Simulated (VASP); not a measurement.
CdTe:

```
Cd Te
1.0
     4.53255    0.00000    0.00000
     2.26628    3.92531    0.00000
     2.26628    1.30844    3.70081
Cd Te
1 1
Cartesian
  0.0000 0.0000 0.0000
  2.2663 1.3084 0.9252
```

```yaml
Program: VASP 6.6.1
Task: relaxation of cell and atoms
Functional: PBE
Dispersion: D4
Potentials_or_basis: VASP PAW PBE potentials, release 64 (Cd, Te)
Cutoff: 600 eV
k_mesh: 6 × 6 × 6
Occupations: gaussian, width 0.01 eV
Spin: no spin polarisation
```

At the start: pressure 2.3 GPa; volume 32.92 Å³/atom.

Question: How do energy, volume and symmetry change on relaxing?

Answer: Over 3 steps the energy falls by 12.1 meV/atom and the volume is 34.66 Å³/atom (+5.3 %); space group F-43m (No. 216, to 0.05 Å).

The path:
```
step  energy change (eV)  largest force (eV/Å)  pressure (GPa)  volume (Å³)
   1              0.0000                0.0000            2.34        65.84
   2             -0.0216                0.0000           -0.66        70.53
   3             -0.0242                0.0000            0.01        69.32
```

Final structure:
```
CELL_PARAMETERS angstrom
4.61085 0.00000 0.00000
2.30543 3.99311 0.00000
2.30543 1.33104 3.76474
ATOMIC_POSITIONS crystal
Cd 0.00000 0.00000 0.00000
Te 0.25000 0.25000 0.25000
```
